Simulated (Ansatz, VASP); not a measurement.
**Two plane-wave programs on Ge**

```
Ge
1.0
     3.99728    0.00000    0.00000
    -1.99864    3.46175    0.00000
     0.00000    0.00000    6.59214
Ge
4
Direct
  0.66667 0.33333 0.06288
  0.33333 0.66667 0.56288
  0.66667 0.33333 0.43712
  0.33333 0.66667 0.93712
```

Change from the starting cell: equal strain along all axes, cell held, atoms relaxed: -1.5 %.

Alike in both runs: functional PBE; k mesh 15 × 15 × 8; occupations gaussian, width 0.1 eV; no spin polarisation.

Ansatz relaxed the structure, and its values are those at the end. VASP's run is a single point on that final structure, the one shown.

```csv
,VASP,Ansatz
version,VASP 6.6.1,Ansatz 0.2.0
potentials or method,"VASP PAW PBE potentials, release 64 (Ge_d), cutoff 520 eV","scalar-relativistic, plane waves, PAW"
valence electrons in the cell,56,56
```

```csv
,VASP,Ansatz,Ansatz less VASP
gap on the k mesh at the Fermi level (eV),none,none,-
pressure (GPa),2.9,3.0,+0.10
```

A gap of «none» marks a metal or a gap that the smearing closes. The functional is the same, so the differences come from potentials, cutoffs and numerics. Ansatz's warnings: stress scf threshold loose.
